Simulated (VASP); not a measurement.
Write the native input for VASP 6.6.1 that does the following.

```
Task                   : single point
Functional             : PBE
Potentials or basis    : VASP PAW PBE potentials, release 64 (Os)
Cutoff                 : 520 eV
k mesh                 : 9 × 9 × 12
Occupations            : fermi-dirac, width 0.1 eV
Spin                   : no spin polarisation
Dipole correction      : no
Further INCAR settings : ALGO = Normal; EDIFF = 1e-06; NBANDS = 19
```

The structure of Os lies in POSCAR:

```
Os
1.0
    4.2090722591      0.0000000000      0.0000000000
   -2.1045361295      3.6451635028      0.0000000000
    0.0000000000      0.0000000000      2.6281015875
Os
3
Direct
    0.0000000000      0.0000000000      0.0000000000
    0.3333333333      0.6666666667      0.5000000000
    0.6666666667      0.3333333333      0.5000000000
```

This isn't the form of Os at room conditions, which is hcp.

The input as run:

INCAR

```
ALGO = Normal
EDIFF = 1E-6
ENCUT = 520
GGA = PE
ISIF = 2
ISMEAR = -1
LASPH = T
LCHARG = T
LELF = T
LREAL = F
LVHAR = T
LWAVE = F
NBANDS = 19
NELM = 60
PREC = Accurate
SIGMA = 0.1
```

KPOINTS

```
k-points
0
Gamma
  9 9 12
```

Potentials or basis: VASP PAW PBE potentials, release 64 (Os).

Launch:

```sh
$ cat potpaw_PBE.64/Os/POTCAR > POTCAR
$ mpirun -np 1 vasp_std > vasp.out
```

It gave:

```
Pressure               : 40.8 GPa
Band gap on the k mesh : zero (bands 12 and 13 overlap by 3.14 eV)
```

Caveat: the cell stands under pressure; spin-orbit coupling is left out, which moves the levels of the heavy elements.

Wall time 19 s on 1 thread of Intel(R) Xeon(R) 6975P-C (Granite Rapids), with other jobs on the host, peak memory 0.19 GiB.
